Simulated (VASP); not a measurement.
Here is a VASP 6.6.1 calculation.

The input INCAR:

```
SYSTEM = HgTe
PREC = Accurate ; ENCUT = 520
EDIFF = 1E-7 ; ISMEAR = -1
SIGMA = 0.02 ; LREAL = .FALSE.
LASPH = .TRUE. ; NELM = 100
ALGO = Normal ; ISIF = 2
LWAVE = .FALSE. ; LCHARG = .FALSE.
GGA = PE ; NBANDS = 26
```

The input KPOINTS:

```
Automatic mesh
0
G
  6 6 4
  0 0 0
```

POSCAR

```
HgTe
1.0
    4.6987816501      0.0000000000      0.0000000000
   -2.3493908251      4.0692642759      0.0000000000
    0.0000000000      0.0000000000      7.7110649742
Hg Te
2 2
Direct
    0.3333333333      0.6666666667      0.0003155724
    0.6666666667      0.3333333333      0.5003155724
    0.3333333333      0.6666666667      0.3746844276
    0.6666666667      0.3333333333      0.8746844276
```

Potentials or basis: VASP PAW PBE potentials, release 64 (Hg, Te).

Launch:

```console
$ cat potpaw_PBE.64/Hg/POTCAR potpaw_PBE.64/Te/POTCAR > POTCAR
$ mpirun -np 1 vasp_std > vasp.out
```

(1) Estimate the pressure.

(2) Estimate the band gap on the k mesh.

Answers

(1) 0.0 GPa.

(2) zero (filled and empty bands touch).

Caveat: the structure was generated, so it needn't be the stable form of HgTe; semilocal functionals underestimate gaps, and a narrow one can read as zero; spin-orbit coupling is left out, which moves the levels of the heavy elements.
